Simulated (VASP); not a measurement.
## C: single point with PBE

The system is C.

```xyz
16
Lattice="-2.5180 0.0000 0.0000 -1.2590 -2.1807 0.0000 -1.8885 -1.0903 16.6092" Properties=species:S:1:pos:R:3 pbc="T T T"
C     0.0000    0.0000   11.1528
C     0.0000    0.0000    2.8482
C    -1.2590   -2.1807   15.3051
C    -1.2590   -2.1807    7.0005
C     0.0000    0.0000   13.7610
C     0.0000    0.0000    5.4564
C    -1.2590   -2.1807    1.3041
C    -1.2590   -2.1807    9.6087
C    -1.2590   -0.7269   11.6723
C    -1.2590   -0.7269    3.3677
C    -2.5180   -1.4538   15.8246
C    -2.5180   -1.4538    7.5200
C    -1.2590   -0.7269   13.2414
C    -1.2590   -0.7269    4.9368
C    -2.5180   -1.4538    0.7845
C    -2.5180   -1.4538    9.0891
```

This cell differs from its parent crystal: the part above a cut slid along it.

- Program: VASP 6.6.1
- Task: single point
- Functional: PBE
- Potentials or basis: VASP PAW PBE potentials, release 64 (C)
- Cutoff: 520 eV
- k mesh: 10 × 10 × 2
- Occupations: gaussian, width 0.05 eV
- Spin: no spin polarisation
- Dipole correction: no
- Further INCAR settings: LREAL = Auto; ALGO = Normal; EDIFF = 1e-07; NBANDS = 46; ISYM = 0

```yaml
Pressure: 3.2 GPa
Largest_force: 3.351 eV/Å
Band_gap_on_the_k_mesh: zero (bands 32 and 33 overlap by 0.25 eV)
```

Forces in eV/Å, atoms in the order of the input:
```
C    0.016  0.009  0.062
C    0.309  0.179  0.598
C    0.603  0.348  0.044
C   -0.002 -0.001  0.049
C    0.300  0.173 -0.598
C    0.006  0.004 -0.062
C    0.594  0.343 -0.043
C   -0.011 -0.006 -0.047
C   -0.009 -0.005 -0.091
C    0.008  0.004 -0.126
C   -0.904 -0.522 -3.183
C    0.007  0.004 -0.028
C    0.005  0.003  0.125
C   -0.012 -0.007  0.091
C   -0.912 -0.526  3.182
C    0.000  0.000  0.026
```

Stress tensor (GPa, compression positive):
```
-0.24  4.08  0.01
 4.08 -4.95  0.01
 0.01  0.01 14.65
```

Levels at points of the mesh, in eV from the Fermi level:
| k point | band 29 | band 30 | band 31 | band 32 | band 33 | band 34 | band 35 | band 36 |
| --- | --- | --- | --- | --- | --- | --- | --- | --- |
| (0.00, 0.00, 0.00) | -0.34 | -0.30 | -0.25 | 0.17 | 4.97 | 5.27 | 5.35 | 5.46 |
| (0.50, 0.00, 0.00) | -4.16 | -3.63 | -3.26 | -0.08 | -0.07 | 4.52 | 4.80 | 5.17 |
| (0.00, 0.50, 0.00) | -4.16 | -3.63 | -3.26 | -0.08 | -0.07 | 4.52 | 4.80 | 5.17 |
| (0.50, 0.50, 0.00) | -3.79 | -3.76 | -3.08 | -3.01 | 3.32 | 4.51 | 4.85 | 5.29 |
| (0.00, 0.00, 0.50) | -0.50 | -0.31 | -0.27 | -0.14 | 5.18 | 5.20 | 5.31 | 5.65 |
| (0.50, 0.00, 0.50) | -4.16 | -3.63 | -3.26 | -0.08 | -0.07 | 4.52 | 4.80 | 5.17 |
| (0.00, 0.50, 0.50) | -4.16 | -3.63 | -3.26 | -0.08 | -0.07 | 4.52 | 4.80 | 5.17 |
| (0.50, 0.50, 0.50) | -4.40 | -3.30 | -3.24 | -2.94 | 3.31 | 4.53 | 4.83 | 5.27 |

Wall time 11 min on 1 thread of Intel(R) Xeon(R) Platinum 8375C CPU @ 2.90GHz (Ice Lake), with other jobs on the host, peak memory 0.38 GiB.

Caveat: the cell differs from its parent crystal (the part above a cut slid along it); the stress differs along the axes, from -5 to 15 GPa; forces of over 1 eV/Å act on the atoms, so gaps and moduli don't describe the material at rest.
